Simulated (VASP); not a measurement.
# FeO (R-3m) in VASP: single point with LDA+U

Aim: the single point of FeO with LDA+U.

Program: VASP 6.6.1. These are calculated values, not measurements. Logs are shortened: lines on timing, memory, paths and dates and some standing lists are left out, and cuts for length are marked.

## 1. The cell of the first run

Symmetry: R-3m, No. 166, trigonal system. The conventional cell has a = 3.035 Å, b = 3.035 Å, c = 7.547 Å, α = 90.00°, β = 90.00°, γ = 120.00°. Within 2.9 Å of Fe (site symmetry -3m) lie 6 O at 2.16 Å. O (site symmetry -3m) has 6 Fe at 2.16 Å within 2.9 Å.

## 2. Single point, LDA+U, collinear spin, ferromagnetic start

File INCAR:

```
PREC = Accurate ; ENCUT = 700
EDIFF = 1E-6 ; ISMEAR = 0
SIGMA = 0.05 ; LREAL = False
LASPH = True ; NELM = 200
ALGO = Normal ; ISIF = 2
LWAVE = False ; LCHARG = False
ISPIN = 2 ; MAGMOM = 3.65 -0.01
LORBIT = 11 ; NUPDOWN = 3.6
LMAXMIX = 4 ; LDAU = True
LDAUTYPE = 2 ; LDAUL = 2 -1
LDAUU = 8 0 ; LDAUJ = 0 0
LDAUPRINT = 1 ; NBANDS = 22
GGA_COMPAT = False
```

File KPOINTS:

```
Automatic mesh
0
Gamma
  8 8 8
```

File POSCAR:

```
FeO
1.0
    1.5176821100      0.8762341800      2.5157945800
   -1.5176821100      0.8762341800      2.5157945800
    0.0000000000     -1.7524683500      2.5157945800
Fe O
1 1
Direct
    0.0000000000      0.0000000000      0.0000000000
    0.5000000000      0.5000000000      0.5000000000
```

Potentials or basis: VASP PAW LDA potentials, release 64 (Fe_sv, O).

The run is started by

```bash
$ cat potpaw_LDA.64/Fe_sv/POTCAR potpaw_LDA.64/O/POTCAR > POTCAR
$ mpirun -np 1 vasp_std > vasp.out
```

OUTCAR:

```text
PREC = Accurate
   ENCUT = 700
   EDIFF = 1E-6
   ISMEAR = 0
   LREAL = False
   LASPH = True
   NELM = 200
   ISIF = 2
   ISPIN = 2
   LORBIT = 11
   NUPDOWN = 3.6

 ion  position               nearest neighbor table
   1  0.000  0.000  0.000-   2 2.16   2 2.16   2 2.16   2 2.16   2 2.16   2 2.16
   2  0.500  0.500  0.500-   1 2.16   1 2.16   1 2.16   1 2.16   1 2.16   1 2.16

  LATTYP: Found a trigonal (rhomboedric) cell.
 ALAT       =     3.0660019070
 COS(alpha) =     0.5099427872

  Lattice vectors:

 A1 = (   1.5176821100,   0.8762341800,   2.5157945800)
 A2 = (  -1.5176821100,   0.8762341800,   2.5157945800)
 A3 = (   0.0000000000,  -1.7524683500,   2.5157945800)

Analysis of symmetry for initial positions (statically):
=====================================================================
 Subroutine PRICEL returns:
 Original cell was already a primitive cell.

 Routine SETGRP: Setting up the symmetry group for a
 trigonal (rhombohedral) supercell.

 Subroutine GETGRP returns: Found 12 space group operations
 (whereof 12 operations were pure point group operations)
 out of a pool of 12 trial point group operations.

The static configuration has the point symmetry D_3d.

Analysis of symmetry for dynamics (positions and initial velocities):
=====================================================================
 Subroutine PRICEL returns:
 Original cell was already a primitive cell.

 Routine SETGRP: Setting up the symmetry group for a
 trigonal (rhombohedral) supercell.

 Subroutine GETGRP returns: Found 12 space group operations
 (whereof 12 operations were pure point group operations)
 out of a pool of 12 trial point group operations.

The dynamic configuration has the point symmetry D_3d.

Analysis of structural, dynamic, and magnetic symmetry:
=====================================================================
 Subroutine PRICEL returns:
 Original cell was already a primitive cell.
[... 174 lines left out ...]
  o =  0.0510  v =  0.0000  0.0000  0.0000  0.0000  0.0000 -0.0000  0.8236 -0.0000  0.0000 -0.5672      0.0000  0.0000  0.0000  0.0000  0.0000  0.0000  0.0000  0.0000  0.0000  0.0000
  o =  0.3070  v =  0.0000  0.0000  0.0000  0.0000  0.0000  0.0000 -0.5672  0.0000  0.0000 -0.8236      0.0000  0.0000  0.0000  0.0000  0.0000  0.0000  0.0000  0.0000  0.0000  0.0000
  o =  0.3070  v =  0.0000  0.0000  0.0000  0.0000  0.0000  0.8236  0.0000 -0.0000  0.5672  0.0000      0.0000  0.0000  0.0000  0.0000  0.0000  0.0000  0.0000  0.0000  0.0000  0.0000
  o =  0.3081  v =  0.0000  0.0000  0.0000  0.0000  0.0000  0.0000  0.0000  1.0000  0.0000  0.0000      0.0000  0.0000  0.0000  0.0000  0.0000  0.0000  0.0000  0.0000  0.0000  0.0000
  o =  0.9108  v = -0.6186  0.0000  0.0000  0.7857 -0.0000  0.0000  0.0000  0.0000  0.0000  0.0000      0.0000  0.0000  0.0000  0.0000  0.0000  0.0000  0.0000  0.0000  0.0000  0.0000
  o =  0.9108  v =  0.0000  0.7857  0.0000 -0.0000 -0.6186  0.0000  0.0000  0.0000  0.0000  0.0000      0.0000  0.0000  0.0000  0.0000  0.0000  0.0000  0.0000  0.0000  0.0000  0.0000
  o =  0.9129  v = -0.0000 -0.6186  0.0000 -0.0000 -0.7857  0.0000  0.0000  0.0000  0.0000  0.0000      0.0000  0.0000  0.0000  0.0000  0.0000  0.0000  0.0000  0.0000  0.0000  0.0000
  o =  0.9129  v =  0.7857 -0.0000  0.0000  0.6186 -0.0000  0.0000  0.0000  0.0000  0.0000  0.0000      0.0000  0.0000  0.0000  0.0000  0.0000  0.0000  0.0000  0.0000  0.0000  0.0000
  o =  0.9130  v =  0.0000 -0.0000 -1.0000  0.0000 -0.0000  0.0000  0.0000  0.0000  0.0000  0.0000      0.0000  0.0000  0.0000  0.0000  0.0000  0.0000  0.0000  0.0000  0.0000  0.0000

 number of electron      21.9999993 magnetization       3.5999994

 Free energy of the ion-electron system (eV)
  ---------------------------------------------------
  ext. energy  EPLUGINS =         0.00000000
  ---------------------------------------------------
  free energy    TOTEN  =       -11.31770292 eV

  energy without entropy =      -11.31452991  energy(sigma->0) =      -11.31611641

 E-fermi :  10.6687     XC(G=0): -13.0121

 val. band max:       10.6633679076   @ k =   0.2500   0.1250  -0.0000
 cond. band min:       7.4587422984   @ k =  -0.3750   0.1250   0.1250
 fundamental gap:     -3.2046256092
 Fermi energy:         7.4348880260

 spin component 1

 k-point     1 :       0.0000    0.0000    0.0000
  band No.  band energies     occupation
      1     -79.3431      1.00000
      2     -45.8966      1.00000
      3     -45.8857      1.00000
      4     -45.8857      1.00000
      5     -10.9038      1.00000
      6       2.7970      1.00000
[... 1193 lines left out ...]
     21      35.9018      0.00000
     22      37.3628      0.00000

 [... further k-points ...]

------------------------ aborting loop because EDIFF is reached ----------------------------------------

  FORCE on cell =-STRESS in cart. coord.  units (eV):
  Direction    XX          YY          ZZ          XY          YZ          ZX
  --------------------------------------------------------------------------------------
  -------------------------------------------------------------------------------------
  Total       -2.0751668     -2.0751668     -2.0728964      0.0000000     -0.0000000      0.0000000
  in kB     -165.6289144   -165.6289152   -165.4477069      0.0000000     -0.0000002      0.0000000
  external PRESSURE =    -165.5685122 kB  Pullay stress =       0.0000000 kB

 VOLUME and BASIS-vectors are now :
 -----------------------------------------------------------------------------
  energy-cutoff  :      700.00
  volume of cell :       20.07
      direct lattice vectors                 reciprocal lattice vectors
     1.517682110  0.876234180  2.515794580     0.329449755  0.190207905  0.132496244
    -1.517682110  0.876234180  2.515794580    -0.329449755  0.190207905  0.132496244
     0.000000000 -1.752468350  2.515794580     0.000000000 -0.380415809  0.132496245

 POSITION                                       TOTAL-FORCE (eV/Angst)
 -----------------------------------------------------------------------------------
      0.00000      0.00000      0.00000         0.000000     -0.000000      0.000000
      0.00000      0.00000      3.77369        -0.000000      0.000000     -0.000000
 -----------------------------------------------------------------------------------
    total drift:                                0.000000      0.000000      0.000000

  FREE ENERGIE OF THE ION-ELECTRON SYSTEM (eV)
  ---------------------------------------------------
  free  energy   TOTEN  =       -11.3177029160 eV

  energy  without entropy=      -11.3145299116  energy(sigma->0) =      -11.31611641

 total charge

# of ion       s       p       d       tot
------------------------------------------
    1        2.106   5.997   5.558  13.661
    2        1.540   3.421   0.000   4.962
--------------------------------------------------
tot          3.646   9.418   5.558  18.623

 magnetization (x)

# of ion       s       p       d       tot
------------------------------------------
    1        0.012   0.010   3.525   3.547
    2        0.018  -0.000   0.000   0.017
--------------------------------------------------
tot          0.030   0.009   3.525   3.564
```

stdout:

```text
POSCAR found type information on POSCAR FeO
 POSCAR found :  2 types and       2 ions
 scaLAPACK will be used
 LDA part: xc-table for (Slater(with rela. corr.)+CA(PZ))
 , standard interpolation
 POSCAR, INCAR and KPOINTS ok, starting setup
 FFT: planning ... GRIDC
 FFT: planning ... GRID_SOFT
 FFT: planning ... GRID
 WAVECAR not read
 entering main loop
```

It took 87 s on 1 thread of Intel Xeon Platinum 8375C at 2.90GHz (Ice Lake), shared host; peak memory 0.19 GiB.

What came out:

- Free energy: -11.3177 eV
- Pressure: -16.6 GPa
- Net moment: 3.60 μB per cell
- Site moments: Fe +3.55; O +0.02 μB
- Valence electrons inside the program's atomic spheres: Fe 13.66; O 4.96

Eigenvalues of the final occupation matrices:
| site | spin | trace | eigenvalues |
| --- | --- | --- | --- |
| site 1 d | 1 | 4.56 | 0.91 0.91 0.91 0.91 0.91 |
| site 1 d | 2 | 1.02 | 0.05 0.05 0.31 0.31 0.31 |

Caveat: the cell stands under tension; the total moment is fixed, so each spin has its own Fermi level and the state may be an excited one; a cell with one magnetic atom can't hold antiferromagnetic order, which such compounds often take.
